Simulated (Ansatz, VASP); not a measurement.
# Two plane-wave programs on TaAl2

File INCAR:

```
SYSTEM = TaAl2
ALGO = Fast
EDIFF = 1E-7
EDIFFG = -0.01
ENCUT = 600
GGA = PE
IBRION = 2
ISIF = 3
ISMEAR = 0
LASPH = .True.
LCHARG = .False.
LREAL = .False.
LWAVE = .False.
NELM = 100
NSW = 100
PREC = Accurate
SIGMA = 0.1
```

The input KPOINTS:

```
k-points
0
Gamma
  16 16 8
  0 0 0
```

POSCAR

```
TaAl2
1.0
    2.8185154503      0.0000000000      0.0000000000
    0.0000000000      2.8185154503      0.0000000000
    0.0000000000      0.0000000000      6.7845095125
Ta Al
1 2
Direct
    0.0000000000      0.0000000000      0.0000000000
    0.5000000000      0.5000000000      0.6919722602
    0.5000000000      0.5000000000      0.3080277398
```

Input for Ansatz:

```yaml
crystal:
  lattice:
    - [2.8185154503, 0.0, 0.0]
    - [0.0, 2.8185154503, 0.0]
    - [0.0, 0.0, 6.7845095125]
  atoms:
    - { symbol: Ta, position: [0.0, 0.0, 0.0] }
    - { symbol: Al, position: [0.5, 0.5, 0.6919722602] }
    - { symbol: Al, position: [0.5, 0.5, 0.3080277398] }
basis:
  ecutwfc: 420
kpoints:
  mp_grid: { grid: [16, 16, 8] }
hamiltonian:
  xc: pbe
scf:
  occupations: { method: gaussian, width: 0.1 }
output:
  forces: true
  stress: true
  eigenvalues: true
relax:
  adjacent_minimum: "off"
  f_tol: 0.01
  max_steps: 80
  cell: { stress_tol: 0.05 }
```

Change from the starting cell: species swapped into the FeSi2 type (P4/mmm, No. 123).

Alike in both runs: task relaxation of cell and atoms; functional PBE; k mesh 16 × 16 × 8; occupations gaussian, width 0.1 eV; no spin polarisation.

|  | VASP | Ansatz |
| --- | --- | --- |
| version | VASP 6.6.1 | Ansatz 0.2.0 |
| potentials or method | VASP PAW PBE potentials, release 64 (Ta_pv, Al), cutoff 600 eV | scalar-relativistic, plane waves, PAW |
| valence electrons in the cell | 17 | 19 |

VASP gave:

- gap on the k mesh at the Fermi level, each at its own relaxed structure (eV): none
- relaxed volume (Å³/atom): 17.99
- relaxed cell length with the largest relative difference (Å): 6.751

Task: What did Ansatz give for the same quantities?

Result: gap on the k mesh at the Fermi level, each at its own relaxed structure (eV): none; relaxed volume (Å³/atom): 17.99; relaxed cell length with the largest relative difference (Å): 6.750.

A gap of «none» marks a metal or a gap that the smearing closes. VASP's potentials hold 17 valence electrons a cell and Ansatz's 19, so a difference there can come from the potentials and not from the codes.

Neither program's run includes spin-orbit coupling.
